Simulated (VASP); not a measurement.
# Mn (Im-3m) in VASP: single point with r2SCAN

Aim: the single point of Mn with r2SCAN.

All numbers are computed with VASP 6.6.1; they aren't measurements. Logs are shortened: lines on timing, memory, paths and dates and some standing lists are left out, and cuts for length are marked.

### 1 The cell of the first run

It takes space group Im-3m (No. 229, cubic). Conventional cell: a = 3.093 Å, b = 3.093 Å, c = 3.093 Å, α = 90.00°, β = 90.00°, γ = 90.00°. Within 3.5 Å of Mn (site symmetry m-3m) lie 14 Mn at 2.68 to 3.09 Å.

### 2 Single point, r2SCAN, collinear spin, ferromagnetic start

Contents of POSCAR:

```
Mn
1.0
    3.0930000000      0.0000000000      0.0000000000
    0.0000000000      3.0930000000      0.0000000000
    0.0000000000      0.0000000000      3.0930000000
Mn
2
Direct
    0.0000000000      0.0000000000      0.0000000000
    0.5000000000      0.5000000000      0.5000000000
```

Contents of INCAR.step1:

```
SYSTEM = Mn
  PREC = Accurate
  ENCUT = 520
  ISMEAR = 0
  SIGMA = 0.1
  LREAL = .False.
  LASPH = .True.
  NELM = 150
  ISPIN = 2
  MAGMOM = 4.5 4.5
  LMAXMIX = 4
  NBANDS = 24
  GGA = PE
  ALGO = Normal
  EDIFF = 1E-4
  LWAVE = .True.
  LCHARG = .False.
```

Contents of INCAR.step2:

```
SYSTEM = Mn
  PREC = Accurate
  ENCUT = 520
  EDIFF = 1E-6
  ISMEAR = 0
  SIGMA = 0.1
  LREAL = .False.
  LASPH = .True.
  NELM = 150
  ALGO = Normal
  ISIF = 2
  LWAVE = .False.
  LCHARG = .False.
  ISPIN = 2
  MAGMOM = 4.5 4.5
  LORBIT = 11
  LMAXMIX = 4
  METAGGA = R2SCAN
  LMIXTAU = .True.
  NBANDS = 24
  ISTART = 1
```

Contents of KPOINTS:

```
regular mesh
0
Gamma
  10 10 10
  0 0 0
```

Potentials or basis: VASP PAW PBE potentials, release 64 (Mn_pv).

Launch:

```
> cat potpaw_PBE.64/Mn_pv/POTCAR > POTCAR
> cp INCAR.step1 INCAR
> mpirun -np 1 vasp_std > vasp.out
> cp INCAR.step2 INCAR
> mpirun -np 1 vasp_std > vasp.out
```

OUTCAR:

```text
SYSTEM = Mn
   PREC = Accurate
   ENCUT = 520
   EDIFF = 1E-6
   ISMEAR = 0
   LREAL = .False.
   LASPH = .True.
   NELM = 150
   ISIF = 2
   ISPIN = 2
   LORBIT = 11
   METAGGA = R2SCAN
   ISTART = 1

 ion  position               nearest neighbor table
   1  0.000  0.000  0.000-   2 2.68   2 2.68   2 2.68   2 2.68   2 2.68   2 2.68   2 2.68   2 2.68

   2  0.500  0.500  0.500-   1 2.68   1 2.68   1 2.68   1 2.68   1 2.68   1 2.68   1 2.68   1 2.68

  LATTYP: Found a simple cubic cell.
 ALAT       =     3.0930000000

  Lattice vectors:

 A1 = (   3.0930000000,   0.0000000000,   0.0000000000)
 A2 = (   0.0000000000,   3.0930000000,   0.0000000000)
 A3 = (   0.0000000000,   0.0000000000,   3.0930000000)

Analysis of symmetry for initial positions (statically):
=====================================================================
 Subroutine PRICEL returns following result:

  LATTYP: Found a body centered cubic cell.
 ALAT       =     3.0930000000

  Lattice vectors:

 A1 = (   1.5465000000,   1.5465000000,  -1.5465000000)
 A2 = (  -1.5465000000,   1.5465000000,   1.5465000000)
 A3 = (   1.5465000000,  -1.5465000000,   1.5465000000)

   2 primitive cells build up your supercell.

 Routine SETGRP: Setting up the symmetry group for a
 simple cubic supercell.

 Subroutine GETGRP returns: Found 48 space group operations
 (whereof 48 operations were pure point group operations)
 out of a pool of 48 trial point group operations.

The static configuration has the point symmetry O_h .

Analysis of symmetry for dynamics (positions and initial velocities):
=====================================================================
 Subroutine PRICEL returns following result:

  LATTYP: Found a body centered cubic cell.
 ALAT       =     3.0930000000

  Lattice vectors:

 A1 = (   1.5465000000,   1.5465000000,  -1.5465000000)
 A2 = (  -1.5465000000,   1.5465000000,   1.5465000000)
 A3 = (   1.5465000000,  -1.5465000000,   1.5465000000)

   2 primitive cells build up your supercell.

 Routine SETGRP: Setting up the symmetry group for a
 simple cubic supercell.

 Subroutine GETGRP returns: Found 48 space group operations
 (whereof 48 operations were pure point group operations)
 out of a pool of 48 trial point group operations.

The dynamic configuration has the point symmetry O_h .

Analysis of structural, dynamic, and magnetic symmetry:
=====================================================================
 Subroutine PRICEL returns following result:

  LATTYP: Found a body centered cubic cell.
 ALAT       =     3.0930000000

  Lattice vectors:

 A1 = (   1.5465000000,   1.5465000000,  -1.5465000000)
 A2 = (  -1.5465000000,   1.5465000000,   1.5465000000)
 A3 = (   1.5465000000,  -1.5465000000,   1.5465000000)

   2 primitive cells build up your supercell.

 Routine SETGRP: Setting up the symmetry group for a
 simple cubic supercell.

 Subroutine GETGRP returns: Found 48 space group operations
 (whereof 48 operations were pure point group operations)
 out of a pool of 48 trial point group operations.

The overall configuration has the point symmetry O_h .

 Subroutine INISYM returns: Found 48 space group operations
 (whereof 48 operations are pure point group operations),
 and found     2 'primitive' translations

----------------------------------------------------------------------------------------

                                     Primitive cell

  volume of cell :      14.7948

  direct lattice vectors                    reciprocal lattice vectors
     1.546500000  1.546500000 -1.546500000     0.323310702  0.323310702  0.000000000
    -1.546500000  1.546500000  1.546500000    -0.000000000  0.323310702  0.323310702
     1.546500000 -1.546500000  1.546500000     0.323310702  0.000000000  0.323310702

  length of vectors
     2.678616574  2.678616574  2.678616574     0.457230379  0.457230379  0.457230379

  position of ions in fractional coordinates (direct lattice)
     0.000000000  0.000000000  0.000000000

  ion indices of the primitive-cell ions
   primitive index   ion index
                 1           1

----------------------------------------------------------------------------------------

 KPOINTS: regular mesh

Automatic generation of k-mesh.
 Grid dimensions read from file:
 generate k-points for:   10   10   10

 Generating k-lattice:

  Cartesian coordinates                     Fractional coordinates (reciprocal lattice)
     0.032331070  0.000000000  0.000000000     0.100000000  0.000000000  0.000000000
     0.000000000  0.032331070  0.000000000     0.000000000  0.100000000  0.000000000
     0.000000000  0.000000000  0.032331070     0.000000000  0.000000000  0.100000000

  Length of vectors
     0.032331070  0.032331070  0.032331070

  Shift w.r.t. Gamma in fractional coordinates (k-lattice)
     0.000000000  0.000000000  0.000000000

 Subroutine IBZKPT returns following result:
 ===========================================

 Found     56 irreducible k-points:

 Following reciprocal coordinates:
            Coordinates               Weight
  0.000000  0.000000  0.000000      1.000000
  0.100000  0.000000  0.000000      6.000000
  0.200000  0.000000  0.000000      6.000000
  0.300000  0.000000  0.000000      6.000000
  0.400000  0.000000  0.000000      6.000000
  0.500000  0.000000  0.000000      3.000000
[... 16 lines left out ...]
  0.200000  0.100000  0.100000     24.000000
  0.300000  0.100000  0.100000     24.000000
 [... further k-points ...]
   k-points           NKPTS =     56   k-points in BZ     NKDIM =     56   number of bands    NBANDS=     24
   number of dos      NEDOS =    301   number of ions     NIONS =      2
   total plane-waves  NPLWV =  13824
   dimension x,y,z NGX =    24 NGY =   24 NGZ =   24
   dimension x,y,z NGXF=    48 NGYF=   48 NGZF=   48
   ions per type =               2
   NGX,Y,Z   is equivalent  to a cutoff of  12.90, 12.90, 12.90 a.u.
   NGXF,Y,Z  is equivalent  to a cutoff of  25.80, 25.80, 25.80 a.u.
 SYSTEM =  Mn
   PREC   = accura    normal or accurate (medium, high low for compatibility)
   ISTART =      1    job   : 0-new  1-cont  2-samecut
   ICHARG =      0    charge: 1-file 2-atom 10-const
   ISPIN  =      2    spin polarized calculation?
   LNONCOLLINEAR =      F non collinear calculations
   LSORBIT =      F    spin-orbit coupling
   LASPH  =      T    aspherical Exc in radial PAW
   ENCUT  =  520.0 eV  38.22 Ry    6.18 a.u.   5.75  5.75  5.75*2*pi/ulx,y,z
   NELM   =    150;   NELMIN=  2; NELMDL=  0     # of ELM steps
   EDIFF  = 0.1E-05   stopping-criterion for ELM
   LREAL  =      F    real-space projection
   EDIFFG = 0.1E-04   stopping-criterion for IOM
   NSW    =      0    number of steps for IOM
   IBRION =     -1    ionic relax: 0-MD 1-quasi-New 2-CG
   NFREE  =      0    steps in history (QN), initial steepest desc. (CG)
   ISIF   =      2    stress and relaxation
   ISYM   =      2    0-nonsym 1-usesym 2-fastsym
   POTIM  = 0.5000    time-step for ionic-motion
   TEBEG  =    0.0;   TEEND  =   0.0 temperature during run
   PSTRESS=    0.0 pullay stress
   NELECT =      26.0000    total number of electrons
   NUPDOWN=      -1.0000    fix difference up-down
   EMIN   =  10.00;   EMAX   =-10.00  energy-range for DOS
   EFERMI =   0.00;   METHOD = LEGACY
   ISMEAR =     0;   SIGMA  =   0.10  broadening in eV -4-tet -1-fermi 0-gaus
   EFERMI_NEDOS =   21; number of points for ismear=-14 and -15
   IALGO  =     38    algorithm
   IMIX   =      4    mixing-type and parameters
     AMIX     =   0.40;   BMIX     =  1.00
     AMIX_MAG =   1.60;   BMIX_MAG =  1.00
  volume/ion in A,a.u.               =      14.79        99.84
  Fermi-wavevector in a.u.,A,eV,Ry     =   1.568024  2.963136 33.452633  2.458699
  Thomas-Fermi vector in A             =   2.670117
   LORBIT       =     11    0 simple, 1 ext, 2 COOP (PROOUT), +10 PAW based schemes
   METAGGA = R2SCAN    functional components
   LHFCALC =     F    Hartree Fock is set to
   AEXX    =    0.0000 exact exchange contribution
   IVDW    =     0    specifies the selected vdW correction
   LEPSILON=     F    determine dielectric tensor
   LRPA    =     F    only Hartree local field effects (RPA)
 spin polarized calculation
 Gauss-broadening in eV      SIGMA  =   0.10
  energy-cutoff  :      520.00
  volume of cell :       29.59
 maximum number of plane-waves:       840
 NGX is ok and might be reduce to    24
   NGX = 11   NGY = 11   NGZ = 11

 number of electron      25.9999963 magnetization       7.6214115

 Free energy of the ion-electron system (eV)
  ---------------------------------------------------
  ext. energy  EPLUGINS =         0.00000000
  ---------------------------------------------------
  free energy    TOTEN  =       -29.11784797 eV

  energy without entropy =      -29.10970942  energy(sigma->0) =      -29.11377869

 E-fermi :   7.2802     XC(G=0): -13.1257

 val. band max:        7.2553614681   @ k =   0.5000   0.3000   0.1000
 cond. band min:       7.2920747989   @ k =   0.4000   0.4000   0.2000
 fundamental gap:      0.0367133309
 Fermi energy:         7.2801637899

 spin component 1

 k-point     1 :       0.0000    0.0000    0.0000
  band No.  band energies     occupation
      1     -44.5889      1.00000
      2     -44.5889      1.00000
      3     -44.5889      1.00000
      4     -44.3989      1.00000
      5     -44.3989      1.00000
      6     -44.3989      1.00000
[... 637 lines left out ...]
     23      23.2132      0.00000
     24      23.9213      0.00000

 [... further k-points ...]

 spin component 2

 k-point     1 :       0.0000    0.0000    0.0000
  band No.  band energies     occupation
      1     -39.2474      1.00000
      2     -39.2474      1.00000
      3     -39.2474      1.00000
      4     -39.0269      1.00000
      5     -39.0269      1.00000
      6     -39.0269      1.00000
[... 637 lines left out ...]
     23      24.9929      0.00000
     24      25.5714      0.00000

 [... further k-points ...]

------------------------ aborting loop because EDIFF is reached ----------------------------------------

  FORCE on cell =-STRESS in cart. coord.  units (eV):
  Direction    XX          YY          ZZ          XY          YZ          ZX
  --------------------------------------------------------------------------------------
  -------------------------------------------------------------------------------------
  Total        1.3120291      1.3120291      1.3120291      0.0000000      0.0000000     -0.0000000
  in kB       71.0418560     71.0418560     71.0418560      0.0000000      0.0000000     -0.0000000
  external PRESSURE =      71.0418560 kB  Pullay stress =       0.0000000 kB

 VOLUME and BASIS-vectors are now :
 -----------------------------------------------------------------------------
  energy-cutoff  :      520.00
  volume of cell :       29.59
      direct lattice vectors                 reciprocal lattice vectors
     3.093000000  0.000000000  0.000000000     0.323310702  0.000000000  0.000000000
     0.000000000  3.093000000  0.000000000     0.000000000  0.323310702  0.000000000
     0.000000000  0.000000000  3.093000000     0.000000000  0.000000000  0.323310702

 POSITION                                       TOTAL-FORCE (eV/Angst)
 -----------------------------------------------------------------------------------
      0.00000      0.00000      0.00000        -0.000000     -0.000000      0.000000
      1.54650      1.54650      1.54650         0.000000      0.000000     -0.000000
 -----------------------------------------------------------------------------------
    total drift:                                0.000000      0.000000     -0.000000

  FREE ENERGIE OF THE ION-ELECTRON SYSTEM (eV)
  ---------------------------------------------------
  free  energy   TOTEN  =       -29.1178479698 eV

  energy  without entropy=      -29.1097094197  energy(sigma->0) =      -29.11377869

 total charge

# of ion       s       p       d       tot
------------------------------------------
    1        0.358   6.259   4.937  11.554
    2        0.358   6.259   4.937  11.554
--------------------------------------------------
tot          0.717  12.518   9.874  23.109

 magnetization (x)

# of ion       s       p       d       tot
------------------------------------------
    1       -0.007  -0.024   3.811   3.780
    2       -0.007  -0.024   3.811   3.780
--------------------------------------------------
tot         -0.015  -0.048   7.623   7.560
```

It used 390 s of CPU time on 1 thread of AMD EPYC 7R13 Processor (Zen 3), with other jobs on the host.

Results:

* Free energy: -29.1178 eV
* Pressure: 7.1 GPa
* Net moment: 7.62 μB per cell
* Site moments: Mn +3.78 μB
* Valence electrons inside the program's atomic spheres: Mn 11.55

Caveat: the PAW data sets were made with another functional, which shifts forces and pressure a little.
